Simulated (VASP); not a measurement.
# SmPN2 (R-3m) in VASP: single point with HSE06

Aim: the single point of SmPN2 with HSE06.

Program: VASP 6.6.1. These are calculated values, not measurements. Logs are shortened: lines on timing, memory, paths and dates and some standing lists are left out, and cuts for length are marked.

## (1) The cell of the first run

Symmetry: R-3m, No. 166, trigonal system. Conventional cell: a = 4.004 Å, b = 4.004 Å, c = 15.919 Å, α = 90.00°, β = 90.00°, γ = 120.00°. Sm (site symmetry -3m) has 6 N at 2.65 Å within 3.5 Å. P (site symmetry -3m) has 2 N at 1.35 Å within 1.8 Å. N (site symmetry 3m) has 1 P at 1.35 Å within 1.8 Å.

## (2) Single point, HSE06, collinear spin, ferromagnetic start

POSCAR

```
SmPN2
1.0
    0.0000000000     -2.1335224500      3.3878573400
    1.3847619200     -1.6230685600     -3.3878573400
    4.4030636700      1.6230685600      3.3878573400
Sm P N
1 1 2
Direct
    0.0000000000      0.0000000000      0.0000000000
    0.5000000000      0.5000000000      0.5000000000
    0.5850000000      0.4150000000      0.2450000000
    0.4150000000      0.5850000000      0.7550000000
```

INCAR.step1

```
PREC     = Accurate       # precision mode
ENCUT    = 520            # plane-wave cutoff, eV
EDIFF    = 1E-5           # SCF threshold, eV
ISMEAR   = -1             # smearing method
SIGMA    = 0.1            # smearing width, eV
LREAL    = False          # projectors in reciprocal space
LASPH    = True           # aspherical terms in the spheres
NELM     = 150            # most SCF steps
ALGO     = Normal         # electronic algorithm
ISIF     = 2              # what is computed and relaxed
LWAVE    = True           # write WAVECAR
ISPIN    = 2              # spin polarisation
MAGMOM   = 5.81 0 0 0     # initial moments
LORBIT   = 11             # projections on sites
LMAXMIX  = 6              # l up to which the mixer works
NBANDS   = 28             # bands
GGA      = PE             # functional
LUSENCCL = False
```

INCAR.step2

```
PREC     = Accurate       # precision mode
ENCUT    = 520            # plane-wave cutoff, eV
EDIFF    = 1E-6           # SCF threshold, eV
ISMEAR   = -1             # smearing method
SIGMA    = 0.1            # smearing width, eV
LREAL    = False          # projectors in reciprocal space
LASPH    = True           # aspherical terms in the spheres
NELM     = 150            # most SCF steps
ALGO     = Normal         # electronic algorithm
ISIF     = 2              # what is computed and relaxed
LWAVE    = False          # write WAVECAR
LCHARG   = True           # write CHGCAR
ISPIN    = 2              # spin polarisation
MAGMOM   = 5.81 0 0 0     # initial moments
LORBIT   = 11             # projections on sites
LMAXMIX  = 6              # l up to which the mixer works
GGA      = PE             # functional
LHFCALC  = True           # exact exchange
HFSCREEN = 0.2079         # screening, 1/A
PRECFOCK = Normal       
LELF     = True           # ELF
LVHAR    = True         
NBANDS   = 28             # bands
ISTART   = 1            
LUSENCCL = False
```

KPOINTS

```
Automatic mesh
0
Gamma
  3 3 3
```

Potentials or basis: VASP PAW PBE potentials, release 64 (Sm, P, N).

The run is started by

```bash
cat potpaw_PBE.64/Sm/POTCAR potpaw_PBE.64/P/POTCAR potpaw_PBE.64/N/POTCAR > POTCAR
cp INCAR.step1 INCAR
mpirun -np 1 vasp_std > vasp.out
cp INCAR.step2 INCAR
mpirun -np 1 vasp_std > vasp.out
```

OUTCAR:

```text
PREC = Accurate
   ENCUT = 520
   EDIFF = 1E-6
   ISMEAR = -1
   LREAL = False
   LASPH = True
   NELM = 150
   ISIF = 2
   ISPIN = 2
   LORBIT = 11
   GGA = PE
   LHFCALC = True
   HFSCREEN = 0.2079
   PRECFOCK = Normal
   ISTART = 1

 ion  position               nearest neighbor table
   1  0.000  0.000  0.000-   3 2.65   4 2.65   3 2.65   4 2.65   3 2.65   4 2.65
   2  0.500  0.500  0.500-   3 1.35   4 1.35
   3  0.585  0.415  0.245-   2 1.35   1 2.65   1 2.65   1 2.65
   4  0.415  0.585  0.755-   2 1.35   1 2.65   1 2.65   1 2.65

  LATTYP: Found a trigonal (rhomboedric) cell.
 ALAT       =     5.7878255900
 COS(alpha) =     0.7607455071

  Lattice vectors:

 A1 = (   5.7878255900,   0.0000000000,   0.0000000000)
 A2 = (   4.4030636700,   3.7565910100,   0.0000000000)
 A3 = (   4.4030636700,   1.6230685600,   3.3878573400)

Analysis of symmetry for initial positions (statically):
=====================================================================
 Subroutine PRICEL returns:
 Original cell was already a primitive cell.

 Routine SETGRP: Setting up the symmetry group for a
 trigonal (rhombohedral) supercell.

 Subroutine GETGRP returns: Found 12 space group operations
 (whereof 12 operations were pure point group operations)
 out of a pool of 12 trial point group operations.

The static configuration has the point symmetry D_3d.

Analysis of symmetry for dynamics (positions and initial velocities):
=====================================================================
 Subroutine PRICEL returns:
 Original cell was already a primitive cell.

 Routine SETGRP: Setting up the symmetry group for a
 trigonal (rhombohedral) supercell.

 Subroutine GETGRP returns: Found 12 space group operations
 (whereof 12 operations were pure point group operations)
 out of a pool of 12 trial point group operations.

The dynamic configuration has the point symmetry D_3d.

Analysis of structural, dynamic, and magnetic symmetry:
=====================================================================
 Subroutine PRICEL returns:
 Original cell was already a primitive cell.

 Routine SETGRP: Setting up the symmetry group for a
 trigonal (rhombohedral) supercell.

 Subroutine GETGRP returns: Found 12 space group operations
 (whereof 12 operations were pure point group operations)
 out of a pool of 12 trial point group operations.

The overall configuration has the point symmetry D_3d.

 Subroutine INISYM returns: Found 12 space group operations
 (whereof 12 operations are pure point group operations),
 and found     1 'primitive' translations

----------------------------------------------------------------------------------------

                                     Primitive cell

  volume of cell :      73.6605

  direct lattice vectors                    reciprocal lattice vectors
     0.000000000 -2.133522450  3.387857340     0.000000000 -0.266198795  0.127531608
     1.384761920 -1.623068560 -3.387857340     0.172776457 -0.202509600 -0.127531573
     4.403063670  1.623068560  3.387857340     0.172776457  0.063689195  0.040108633

  length of vectors
     4.003685227  4.003685113  5.787823303     0.295171322  0.295171381  0.188458802

  position of ions in fractional coordinates (direct lattice)
     0.000000000  0.000000000  0.000000000
     0.500000000  0.500000000  0.500000000
     0.585000000  0.415000000  0.245000000
     0.415000000  0.585000000  0.755000000

  ion indices of the primitive-cell ions
   primitive index   ion index
                 1           1
                 2           2
                 3           3
                 4           4

----------------------------------------------------------------------------------------

 KPOINTS: Automatic mesh

Automatic generation of k-mesh.
 Grid dimensions read from file:
 generate k-points for:    3    3    3

 Generating k-lattice:

  Cartesian coordinates                     Fractional coordinates (reciprocal lattice)
     0.000000000 -0.088732932  0.042510536     0.333333333  0.000000000  0.000000000
     0.057592152 -0.067503200 -0.042510524     0.000000000  0.333333333 -0.000000000
     0.057592152  0.021229732  0.013369544     0.000000000  0.000000000  0.333333333

  Length of vectors
     0.098390441  0.098390460  0.062819601

  Shift w.r.t. Gamma in fractional coordinates (k-lattice)
     0.000000000  0.000000000  0.000000000

 Subroutine IBZKPT returns following result:
 ===========================================

 Found      6 irreducible k-points:

 Following reciprocal coordinates:
            Coordinates               Weight
  0.000000  0.000000  0.000000      1.000000
  0.333333  0.000000  0.000000      6.000000
  0.333333  0.333333  0.000000      6.000000
 -0.333333  0.333333  0.000000      6.000000
  0.000000  0.000000  0.333333      2.000000
 -0.333333  0.000000  0.333333      6.000000
   k-points           NKPTS =      6   k-points in BZ     NKDIM =     27   number of bands    NBANDS=     28
   number of dos      NEDOS =    301   number of ions     NIONS =      4
   total plane-waves  NPLWV =  43200
   dimension x,y,z NGX =    30 NGY =   30 NGZ =   48
   dimension x,y,z NGXF=    60 NGYF=   60 NGZF=   96
   ions per type =               1   1   2
   NGX,Y,Z   is equivalent  to a cutoff of  12.46, 12.46, 13.79 a.u.
   NGXF,Y,Z  is equivalent  to a cutoff of  24.91, 24.91, 27.57 a.u.
 SYSTEM =  unknown system
   PREC   = accura    normal or accurate (medium, high low for compatibility)
   ISTART =      1    job   : 0-new  1-cont  2-samecut
   ICHARG =      0    charge: 1-file 2-atom 10-const
   ISPIN  =      2    spin polarized calculation?
   LNONCOLLINEAR =      F non collinear calculations
   LSORBIT =      F    spin-orbit coupling
   LASPH  =      T    aspherical Exc in radial PAW
   ENCUT  =  520.0 eV  38.22 Ry    6.18 a.u.   7.44  7.44 10.76*2*pi/ulx,y,z
   NELM   =    150;   NELMIN=  2; NELMDL=  0     # of ELM steps
   EDIFF  = 0.1E-05   stopping-criterion for ELM
   LREAL  =      F    real-space projection
   EDIFFG = 0.1E-04   stopping-criterion for IOM
   NSW    =      0    number of steps for IOM
   IBRION =     -1    ionic relax: 0-MD 1-quasi-New 2-CG
   NFREE  =      0    steps in history (QN), initial steepest desc. (CG)
   ISIF   =      2    stress and relaxation
   ISYM   =      3    0-nonsym 1-usesym 2-fastsym
   POTIM  = 0.5000    time-step for ionic-motion
   TEBEG  =    0.0;   TEEND  =   0.0 temperature during run
   PSTRESS=    0.0 pullay stress
   NELECT =      31.0000    total number of electrons
   NUPDOWN=      -1.0000    fix difference up-down
   EMIN   =  10.00;   EMAX   =-10.00  energy-range for DOS
   EFERMI =   0.00;   METHOD = LEGACY
   ISMEAR =    -1;   SIGMA  =   0.10  broadening in eV -4-tet -1-fermi 0-gaus
   EFERMI_NEDOS =   21; number of points for ismear=-14 and -15
   IALGO  =     38    algorithm
   IMIX   =      1    mixing-type and parameters
     AMIX     =   0.40;   BMIX     =  1.00
     AMIX_MAG =   1.60;   BMIX_MAG =  1.00
  volume/ion in A,a.u.               =      18.42       124.27
  Fermi-wavevector in a.u.,A,eV,Ry     =   1.226829  2.318370 20.478245  1.505109
  Thomas-Fermi vector in A             =   2.361815
   LORBIT       =     11    0 simple, 1 ext, 2 COOP (PROOUT), +10 PAW based schemes
   GGA     = PE    functional components
   LHFCALC =     T    Hartree Fock is set to
   PRECFOCK=normal    Normal, Fast or Accurate (Low or Medium for compatibility)
   ENCUT4O =  -1.0   cutoff for four orbital integrals eV
   NKREDX  =     1    reduce k-point grid by
   NKREDY  =     1    reduce k-point grid by
   NKREDZ  =     1    reduce k-point grid by
   AEXX    =    0.2500 exact exchange contribution
   HFSCREEN=    0.2079 screening length (either q_TF or 0.3 A-1)
   HFSCREENC=   0.2079 screening length for correlation (either q_TF or 0.3 A-1)
   ENCUTFOCK=  -1.0 apply spherical cutoff to Coloumb kernel
   IVDW    =     0    specifies the selected vdW correction
   LEPSILON=     F    determine dielectric tensor
   LRPA    =     F    only Hartree local field effects (RPA)
 spin polarized calculation
  energy-cutoff  :      520.00
  volume of cell :       73.66
 maximum number of plane-waves:      1995
 NGX is ok and might be reduce to    30
  NGX = 24; NGY = 24; NGZ = 36

 number of electron      31.0000004 magnetization       6.5468736

 Free energy of the ion-electron system (eV)
  ---------------------------------------------------
  ext. energy  EPLUGINS =         0.00000000
  ---------------------------------------------------
  free energy    TOTEN  =       -44.77082540 eV

  energy without entropy =      -44.74360036  energy(sigma->0) =      -44.75721288

 E-fermi :   4.4633     XC(G=0):  -7.8125

 val. band max:        3.8753003377   @ k =  -0.3333   0.0000   0.3333
 cond. band min:       4.4963513973   @ k =  -0.3333   0.3333   0.0000
 fundamental gap:      0.6210510596
 Fermi energy:         4.4633321757

 spin component 1

 k-point     1 :       0.0000    0.0000    0.0000
  band No.  band energies     occupation
      1     -37.6340      1.00000
      2     -18.3178      1.00000
      3     -17.1081      1.00000
      4     -16.1851      1.00000
      5     -16.1851      1.00000
      6     -15.0140      1.00000
[... 19 lines left out ...]
     26       9.8278      0.00000
     27       9.8278      0.00000
[... 126 lines left out ...]
      4     -16.2664      1.00000
      5     -16.1823      1.00000
      6     -15.3134      1.00000
[... 19 lines left out ...]
     26       9.8610      0.00000
     27      10.7568      0.00000
 Fermi energy:         4.4633321757

 spin component 2

 k-point     1 :       0.0000    0.0000    0.0000
  band No.  band energies     occupation
      1     -34.7524      1.00000
      2     -18.0351      1.00000
      3     -16.1849      1.00000
      4     -14.0235      1.00000
      5     -14.0235      1.00000
      6     -13.5009      1.00000
[... 19 lines left out ...]
     26      13.2148      0.00000
     27      13.4069      0.00000
[... 126 lines left out ...]
      4     -14.1283      1.00000
      5     -14.1061      1.00000
      6     -13.8840      1.00000
[... 19 lines left out ...]
     26      13.1204      0.00000
     27      13.2858      0.00000
 [bands above 27 left out]

------------------------ aborting loop because EDIFF is reached ----------------------------------------

  FORCE on cell =-STRESS in cart. coord.  units (eV):
  Direction    XX          YY          ZZ          XY          YZ          ZX
  --------------------------------------------------------------------------------------
  -------------------------------------------------------------------------------------
  Total       31.7425754      4.6245940      2.0514636     11.5682175      2.6854596      7.2851210
  in kB      690.4278123    100.5888238     44.6210658    251.6184975     58.4110135    158.4575311
  external PRESSURE =     278.5459006 kB  Pullay stress =       0.0000000 kB

 VOLUME and BASIS-vectors are now :
 -----------------------------------------------------------------------------
  energy-cutoff  :      520.00
  volume of cell :       73.66
      direct lattice vectors                 reciprocal lattice vectors
     0.000000000 -2.133522450  3.387857340     0.000000000 -0.266198795  0.127531608
     1.384761920 -1.623068560 -3.387857340     0.172776457 -0.202509600 -0.127531573
     4.403063670  1.623068560  3.387857340     0.172776457  0.063689195  0.040108633

 POSITION                                       TOTAL-FORCE (eV/Angst)
 -----------------------------------------------------------------------------------
      0.00000      0.00000      0.00000        -0.000000     -0.000000     -0.000000
      2.89391     -1.06676      1.69393        -0.000000     -0.000000     -0.000000
      1.65343     -1.52403      1.40596       -12.978404     -4.784132     -3.012822
      4.13440     -0.60949      1.98190        12.978404      4.784132      3.012822
 -----------------------------------------------------------------------------------
    total drift:                                0.000001     -0.000003     -0.000000

  FREE ENERGIE OF THE ION-ELECTRON SYSTEM (eV)
  ---------------------------------------------------
  free  energy   TOTEN  =       -44.7708254001 eV

  energy  without entropy=      -44.7436003619  energy(sigma->0) =      -44.75721288

 total charge

# of ion       s       p       d       f       tot
--------------------------------------------------
    1        2.031   5.752   0.187   5.820  13.790
    2        1.064   1.827   0.000   0.000   2.891
    3        1.327   2.695   0.000   0.000   4.022
    4        1.327   2.695   0.000   0.000   4.022
--------------------------------------------------
tot          5.749  12.969   0.187   5.820  24.725

 magnetization (x)

# of ion       s       p       d       f       tot
--------------------------------------------------
    1       -0.020  -0.087   0.033   5.793   5.719
    2        0.009   0.016   0.000   0.000   0.026
    3        0.015   0.028   0.000   0.000   0.043
    4        0.015   0.028   0.000   0.000   0.043
--------------------------------------------------
tot          0.019  -0.014   0.033   5.793   5.831
```

It took 3.3 min on 1 × NVIDIA H100 80GB with 1 thread of AMD EPYC 7R13 (Zen 3), shared host; peak memory 1.3 GiB.

What came out:

```
Free energy                                           : -44.7708 eV
Pressure                                              : 27.9 GPa
Largest force                                         : 14.156 eV/Å
Net moment                                            : 6.55 μB per cell
Site moments                                          : Sm +5.72; P +0.03; N +0.04 μB
Valence electrons inside the program's atomic spheres : Sm 13.79; P 2.89; N 4.02
```

Forces in eV/Å, atoms in the order of the input:
```
Sm    0.000   0.000   0.000
P     0.000   0.000   0.000
N   -12.978  -4.784  -3.013
N    12.978   4.784   3.013
```

Levels at points of the mesh, in eV from the Fermi level:
Spin up:
| k point | band 17 | band 18 | band 19 | band 20 | band 21 | band 22 |
| --- | --- | --- | --- | --- | --- | --- |
| (0.00, 0.00, 0.00) | -0.81 | -0.68 | -0.68 | 2.97 | 2.97 | 3.30 |
Spin down:
```tsv
k point	band 9	band 10	band 11	band 12	band 13	band 14	band 15	band 16
(0.00, 0.00, 0.00)	-7.34	-6.53	-5.89	-5.89	-2.04	3.88	3.88	4.04
```

Caveat: the k points lie up to 0.62 Å⁻¹ apart; the magnetic or orbital state may not be the lowest; the PAW data sets were made with another functional, which shifts forces and pressure a little; spin-orbit coupling is left out, which moves the levels of the heavy elements.
